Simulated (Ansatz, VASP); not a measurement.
# Tl in VASP and in Ansatz

File INCAR:

```
SYSTEM = Tl
PREC = Accurate
ENCUT = 520
EDIFF = 1E-7
ISMEAR = 0
SIGMA = 0.15
LREAL = .FALSE.
LASPH = .TRUE.
NELM = 100
ALGO = Fast
ISIF = 2
LWAVE = .FALSE.
LCHARG = .FALSE.
GGA = PS
NBANDS = 12
```

File KPOINTS:

```
regular mesh
0
G
  16 16 16
  0 0 0
```

Contents of POSCAR:

```
Tl
1.0
   -0.0968389262      2.4209731547      2.2878196312
    2.3241342285      0.0000000000      2.1909807050
    2.4209731547      2.4209731547     -0.0968389262
Tl
1
Direct
    0.0000000000      0.0000000000      0.0000000000
```

Input for Ansatz:

```yaml
crystal:
  lattice:
    - [-0.0968389262, 2.4209731547, 2.2878196312]
    - [2.3241342285, 0.0, 2.190980705]
    - [2.4209731547, 2.4209731547, -0.0968389262]
  atoms:
    - { symbol: Tl, position: [0.0, 0.0, 0.0] }
basis:
  ecutwfc: 420
kpoints:
  mp_grid: { grid: [16, 16, 16] }
hamiltonian:
  xc: pbesol
scf:
  occupations: { method: gaussian, width: 0.15 }
output:
  forces: true
  stress: true
  eigenvalues: true
```

Change from the starting cell: engineering shear strain xz -0.0800, normal strain along z -0.0550.

Alike in both runs: task single point; functional PBEsol; k mesh 16 × 16 × 16; occupations gaussian, width 0.15 eV; no spin polarisation.

|  | VASP | Ansatz |
| --- | --- | --- |
| version | VASP 6.6.1 | Ansatz 0.2.0 |
| potentials or method | VASP PAW PBE potentials, release 64 (Tl_d), cutoff 520 eV | scalar-relativistic, plane waves, PAW |
| valence electrons in the cell | 13 | 13 |

|  | VASP | Ansatz | Ansatz less VASP |
| --- | --- | --- | --- |
| gap on the k mesh at the Fermi level (eV) | none | none | - |
| pressure (GPa) | 2.6 | 2.7 | +0.08 |
| traceless stress, the component that is largest in VASP (GPa) | 1.36 | 1.36 | 0.000 |

VASP's potentials were made for PBE, not for PBEsol. A gap of «none» marks a metal or a gap that the smearing closes.

Neither program's run includes spin-orbit coupling.
